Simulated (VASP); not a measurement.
# SnSe2 (P-3m1) in VASP: a series of runs

SnSe2 is run at these levels: PBEsol+D3(BJ); tasks: single point.

Everything below comes from runs of VASP 6.6.1. Logs are shortened: lines on timing, memory, paths and dates and some standing lists are left out, and cuts for length are marked.

## 1. The cell of the first run

The structure is trigonal, space group P-3m1 (No. 164). The conventional cell has a = 3.692 Å, b = 3.692 Å, c = 6.540 Å, α = 90.00°, β = 90.00°, γ = 120.00°. Sn (site symmetry -3m) has 6 Se at 2.69 Å within 3.5 Å. Se (site symmetry 3m) has 3 Sn at 2.69 Å within 3.5 Å.

## 2. Single point, PBEsol+D3(BJ)

INCAR

```
PREC     = Accurate       # precision mode
ENCUT    = 520            # plane-wave cutoff, eV
EDIFF    = 1E-6           # SCF threshold, eV
ISMEAR   = 0              # smearing method
SIGMA    = 0.05           # smearing width, eV
LREAL    = False          # projectors in reciprocal space
LASPH    = True           # aspherical terms in the spheres
NELM     = 100            # most SCF steps
ALGO     = Normal         # electronic algorithm
ISIF     = 2              # what is computed and relaxed
LWAVE    = False          # write WAVECAR
LCHARG   = False          # write CHGCAR
GGA      = PS             # functional
IVDW     = 12             # dispersion correction
NBANDS   = 20             # bands
```

KPOINTS

```
Automatic mesh
0
Gamma
  12 12 6
```

POSCAR

```
SnSe2
1.0
    3.6918262054      0.0000000000      0.0000000000
   -1.8459131027      3.1972152802      0.0000000000
    0.0000000000      0.0000000000      6.5396009270
Sn Se
1 2
Direct
    0.0000000000      0.0000000000      0.0000000000
    0.3333333333      0.6666666667      0.2500000000
    0.6666666667      0.3333333333      0.7500000000
```

Potentials or basis: VASP PAW PBE potentials, release 64 (Sn_d, Se).

Command:

```
$ cat potpaw_PBE.64/Sn_d/POTCAR potpaw_PBE.64/Se/POTCAR > POTCAR
$ mpirun -np 1 vasp_std > vasp.out
```

OUTCAR:

```text
PREC = Accurate
   ENCUT = 520
   EDIFF = 1E-6
   ISMEAR = 0
   LREAL = False
   LASPH = True
   NELM = 100
   ISIF = 2
   GGA = PS
   IVDW = 12
 IVDW          = 12

 ion  position               nearest neighbor table
   1  0.000  0.000  0.000-   2 2.69   3 2.69   2 2.69   3 2.69   3 2.69   2 2.69
   2  0.333  0.667  0.250-   1 2.69   1 2.69   1 2.69
   3  0.667  0.333  0.750-   1 2.69   1 2.69   1 2.69

  LATTYP: Found a hexagonal cell.
 ALAT       =     3.6918262054
 C/A-ratio  =     1.7713729095

  Lattice vectors:

 A1 = (   3.6918262054,   0.0000000000,   0.0000000000)
 A2 = (  -1.8459131027,   3.1972152802,   0.0000000000)
 A3 = (   0.0000000000,   0.0000000000,   6.5396009270)

Analysis of symmetry for initial positions (statically):
=====================================================================
 Subroutine PRICEL returns:
 Original cell was already a primitive cell.

 Routine SETGRP: Setting up the symmetry group for a
 hexagonal supercell.

 Subroutine GETGRP returns: Found 12 space group operations
 (whereof 12 operations were pure point group operations)
 out of a pool of 24 trial point group operations.

The static configuration has the point symmetry D_3d.

Analysis of symmetry for dynamics (positions and initial velocities):
=====================================================================
 Subroutine PRICEL returns:
 Original cell was already a primitive cell.

 Routine SETGRP: Setting up the symmetry group for a
 hexagonal supercell.

 Subroutine GETGRP returns: Found 12 space group operations
 (whereof 12 operations were pure point group operations)
 out of a pool of 24 trial point group operations.

The dynamic configuration has the point symmetry D_3d.

 Subroutine INISYM returns: Found 12 space group operations
 (whereof 12 operations are pure point group operations),
 and found     1 'primitive' translations

----------------------------------------------------------------------------------------

                                     Primitive cell

  volume of cell :      77.1906

  direct lattice vectors                    reciprocal lattice vectors
     3.691826205  0.000000000  0.000000000     0.270868655  0.156386091  0.000000000
    -1.845913103  3.197215280  0.000000000     0.000000000  0.312772182  0.000000000
     0.000000000  0.000000000  6.539600927     0.000000000  0.000000000  0.152914530

  length of vectors
     3.691826205  3.691826205  6.539600927     0.312772182  0.312772182  0.152914530

  position of ions in fractional coordinates (direct lattice)
     0.000000000  0.000000000  0.000000000
     0.333333333  0.666666667  0.250000000
     0.666666667  0.333333333  0.750000000

  ion indices of the primitive-cell ions
   primitive index   ion index
                 1           1
                 2           2
                 3           3

----------------------------------------------------------------------------------------

 KPOINTS: Automatic mesh

Automatic generation of k-mesh.
 Grid dimensions read from file:
 generate k-points for:   12   12    6

 Generating k-lattice:

  Cartesian coordinates                     Fractional coordinates (reciprocal lattice)
     0.022572388  0.013032174  0.000000000     0.083333333 -0.000000000  0.000000000
     0.000000000  0.026064349  0.000000000     0.000000000  0.083333333  0.000000000
     0.000000000  0.000000000  0.025485755     0.000000000  0.000000000  0.166666667

  Length of vectors
     0.026064349  0.026064349  0.025485755

  Shift w.r.t. Gamma in fractional coordinates (k-lattice)
     0.000000000  0.000000000  0.000000000

 Subroutine IBZKPT returns following result:
 ===========================================

 Found    100 irreducible k-points:

 Following reciprocal coordinates:
            Coordinates               Weight
  0.000000  0.000000  0.000000      1.000000
  0.083333 -0.000000  0.000000      6.000000
  0.166667 -0.000000  0.000000      6.000000
  0.250000 -0.000000  0.000000      6.000000
  0.333333  0.000000  0.000000      6.000000
  0.416667  0.000000  0.000000      6.000000
[... 16 lines left out ...]
  0.166667 -0.000000  0.166667      6.000000
  0.000000  0.166667  0.166667      6.000000
 [... further k-points ...]
   k-points           NKPTS =    100   k-points in BZ     NKDIM =    100   number of bands    NBANDS=     20
   number of dos      NEDOS =    301   number of ions     NIONS =      3
   total plane-waves  NPLWV =  39200
   dimension x,y,z NGX =    28 NGY =   28 NGZ =   50
   dimension x,y,z NGXF=    56 NGYF=   56 NGZF=  100
   ions per type =               1   2
   NGX,Y,Z   is equivalent  to a cutoff of  12.61, 12.61, 12.71 a.u.
   NGXF,Y,Z  is equivalent  to a cutoff of  25.22, 25.22, 25.42 a.u.
 SYSTEM =  unknown system
   PREC   = accura    normal or accurate (medium, high low for compatibility)
   ISTART =      0    job   : 0-new  1-cont  2-samecut
   ICHARG =      2    charge: 1-file 2-atom 10-const
   ISPIN  =      1    spin polarized calculation?
   LNONCOLLINEAR =      F non collinear calculations
   LSORBIT =      F    spin-orbit coupling
   LASPH  =      T    aspherical Exc in radial PAW
   ENCUT  =  520.0 eV  38.22 Ry    6.18 a.u.   6.86  6.86 12.16*2*pi/ulx,y,z
   NELM   =    100;   NELMIN=  2; NELMDL= -5     # of ELM steps
   EDIFF  = 0.1E-05   stopping-criterion for ELM
   LREAL  =      F    real-space projection
   EDIFFG = 0.1E-04   stopping-criterion for IOM
   NSW    =      0    number of steps for IOM
   IBRION =     -1    ionic relax: 0-MD 1-quasi-New 2-CG
   NFREE  =      0    steps in history (QN), initial steepest desc. (CG)
   ISIF   =      2    stress and relaxation
   ISYM   =      2    0-nonsym 1-usesym 2-fastsym
   POTIM  = 0.5000    time-step for ionic-motion
   TEBEG  =    0.0;   TEEND  =   0.0 temperature during run
   PSTRESS=    0.0 pullay stress
   NELECT =      26.0000    total number of electrons
   NUPDOWN=      -1.0000    fix difference up-down
   EMIN   =  10.00;   EMAX   =-10.00  energy-range for DOS
   EFERMI =   0.00;   METHOD = LEGACY
   ISMEAR =     0;   SIGMA  =   0.05  broadening in eV -4-tet -1-fermi 0-gaus
   EFERMI_NEDOS =   21; number of points for ismear=-14 and -15
   IALGO  =     38    algorithm
   IMIX   =      4    mixing-type and parameters
     AMIX     =   0.40;   BMIX     =  1.00
     AMIX_MAG =   1.60;   BMIX_MAG =  1.00
  volume/ion in A,a.u.               =      25.73       173.64
  Fermi-wavevector in a.u.,A,eV,Ry     =   1.139054  2.152501 17.652812  1.297445
  Thomas-Fermi vector in A             =   2.275758
   LORBIT       =      0    0 simple, 1 ext, 2 COOP (PROOUT), +10 PAW based schemes
   GGA     = PS    functional components
   LHFCALC =     F    Hartree Fock is set to
   AEXX    =    0.0000 exact exchange contribution
   IVDW    =    12    specifies the selected vdW correction
   LEPSILON=     F    determine dielectric tensor
   LRPA    =     F    only Hartree local field effects (RPA)
 non-spin polarized calculation
 Gauss-broadening in eV      SIGMA  =   0.05
  energy-cutoff  :      520.00
  volume of cell :       77.19
 maximum number of plane-waves:      2097
   NGX = 13   NGY = 13   NGZ = 25

 number of electron      26.0000004 magnetization

 Free energy of the ion-electron system (eV)
  ---------------------------------------------------
  ext. energy  EPLUGINS =         0.00000000
  ---------------------------------------------------
  free energy    TOTEN  =       -12.91170535 eV

  energy without entropy =      -12.91170532  energy(sigma->0) =      -12.91170533

 E-fermi :   4.4119     XC(G=0):  -9.6270

 val. band max:        4.2526326542   @ k =   0.0833  -0.0000   0.1667
 cond. band min:       4.5627581318   @ k =   0.5000  -0.0000   0.5000
 fundamental gap:      0.3101254776
 Fermi energy:         4.4118921063

 k-point     1 :       0.0000    0.0000    0.0000
  band No.  band energies     occupation
      1     -17.0927      2.00000
      2     -17.0927      2.00000
      3     -17.0368      2.00000
      4     -17.0217      2.00000
      5     -17.0217      2.00000
      6     -10.0054      2.00000
[... 12 lines left out ...]
     19      13.2570      0.00000
     20      13.2572      0.00000

 k-point     2 :       0.0833   -0.0000    0.0000
  band No.  band energies     occupation
      1     -17.0958      2.00000
      2     -17.0885      2.00000
      3     -17.0342      2.00000
      4     -17.0249      2.00000
      5     -17.0219      2.00000
      6      -9.9292      2.00000
[... 12 lines left out ...]
     19      12.4225      0.00000
     20      13.3737      0.00000

 k-point     3 :       0.1667   -0.0000    0.0000
  band No.  band energies     occupation
      1     -17.1055      2.00000
      2     -17.0778      2.00000
      3     -17.0341      2.00000
      4     -17.0254      2.00000
      5     -17.0218      2.00000
      6      -9.7053      2.00000
[... 12 lines left out ...]
     19      12.3885      0.00000
     20      13.1494      0.00000

 k-point     4 :       0.2500   -0.0000    0.0000
  band No.  band energies     occupation
      1     -17.1208      2.00000
      2     -17.0653      2.00000
      3     -17.0440      2.00000
      4     -17.0195      2.00000
      5     -17.0139      2.00000
      6      -9.3504      2.00000
[... 12 lines left out ...]
     19      12.7055      0.00000
     20      13.1044      0.00000

 k-point     5 :       0.3333    0.0000    0.0000
  band No.  band energies     occupation
      1     -17.1375      2.00000
      2     -17.0569      2.00000
      3     -17.0528      2.00000
      4     -17.0130      2.00000
      5     -17.0019      2.00000
      6      -8.9038      2.00000
[... 12 lines left out ...]
     19      12.8602      0.00000
     20      13.7990      0.00000
[... 353 lines left out ...]
      6      -9.9012      2.00000
[... 12 lines left out ...]
     19      12.1666      0.00000
     20      13.3914      0.00000

 k-point    22 :       0.0000    0.0833    0.1667
  band No.  band energies     occupation
      1     -17.0958      2.00000
      2     -17.0885      2.00000
      3     -17.0342      2.00000
      4     -17.0249      2.00000
      5     -17.0219      2.00000
      6      -9.9012      2.00000
[... 12 lines left out ...]
     19      12.3375      0.00000
     20      13.1784      0.00000

 k-point    23 :       0.1667   -0.0000    0.1667
  band No.  band energies     occupation
      1     -17.1055      2.00000
      2     -17.0778      2.00000
      3     -17.0341      2.00000
      4     -17.0253      2.00000
      5     -17.0218      2.00000
      6      -9.6778      2.00000
[... 12 lines left out ...]
     19      12.5507      0.00000
     20      12.8853      0.00000

 k-point    24 :       0.0000    0.1667    0.1667
  band No.  band energies     occupation
      1     -17.1055      2.00000
      2     -17.0778      2.00000
      3     -17.0341      2.00000
      4     -17.0253      2.00000
      5     -17.0219      2.00000
      6      -9.6775      2.00000
[... 12 lines left out ...]
     19      12.1924      0.00000
     20      13.0196      0.00000

 [... further k-points ...]

------------------------ aborting loop because EDIFF is reached ----------------------------------------

 Edisp (eV)   -0.98186

 E8    (eV) :    -0.6462

  FORCE on cell =-STRESS in cart. coord.  units (eV):
  Direction    XX          YY          ZZ          XY          YZ          ZX
  --------------------------------------------------------------------------------------
  -------------------------------------------------------------------------------------
  Total       1.00345     1.00345    -1.32765     0.00000     0.00000     0.00000
  in kB      20.82775    20.82775   -27.55692     0.00000     0.00000     0.00000
  external pressure =        4.70 kB  Pullay stress =        0.00 kB

 VOLUME and BASIS-vectors are now :
 -----------------------------------------------------------------------------
  energy-cutoff  :      520.00
  volume of cell :       77.19
      direct lattice vectors                 reciprocal lattice vectors
     3.691826205  0.000000000  0.000000000     0.270868655  0.156386091  0.000000000
    -1.845913103  3.197215280  0.000000000     0.000000000  0.312772182  0.000000000
     0.000000000  0.000000000  6.539600927     0.000000000  0.000000000  0.152914530

 POSITION                                       TOTAL-FORCE (eV/Angst)
 -----------------------------------------------------------------------------------
      0.00000      0.00000      0.00000        -0.000000      0.000000      0.000000
     -0.00000      2.13148      1.63490        -0.000000     -0.000000     -0.031179
      1.84591      1.06574      4.90470         0.000000      0.000000      0.031179
 -----------------------------------------------------------------------------------
    total drift:                               -0.000000     -0.000000      0.000000

  FREE ENERGIE OF THE ION-ELECTRON SYSTEM (eV)
  ---------------------------------------------------
  free  energy   TOTEN  =       -13.8935661998 eV

  energy  without entropy=      -13.8935661773  energy(sigma->0) =      -13.89356619
```

It took 1.7 min on 1 thread of Intel Xeon 6975P-C, shared host; peak memory 0.3 GiB.

What came out:

| Item | Value |
| --- | --- |
| Free energy | -13.8936 eV |
| Pressure | 0.5 GPa |
| Largest force | 0.031 eV/Å |
| Band gap on the k mesh | 0.31 eV, indirect (least direct gap 0.99 eV) |
| Dispersion energy per atom | -0.327 eV |

Forces on the atoms (eV/Å):
```
Sn   0.000  0.000  0.000
Se   0.000  0.000 -0.031
Se   0.000  0.000  0.031
```

Stress tensor (GPa, compression positive):
```
 2.08  0.00  0.00
 0.00  2.08  0.00
 0.00  0.00 -2.76
```

Caveat: the PAW data sets were made with another functional, which shifts forces and pressure a little; spin-orbit coupling is left out, which moves the levels of the heavy elements. A k mesh can miss the band edges.

(Continued in part 2 of 2.)
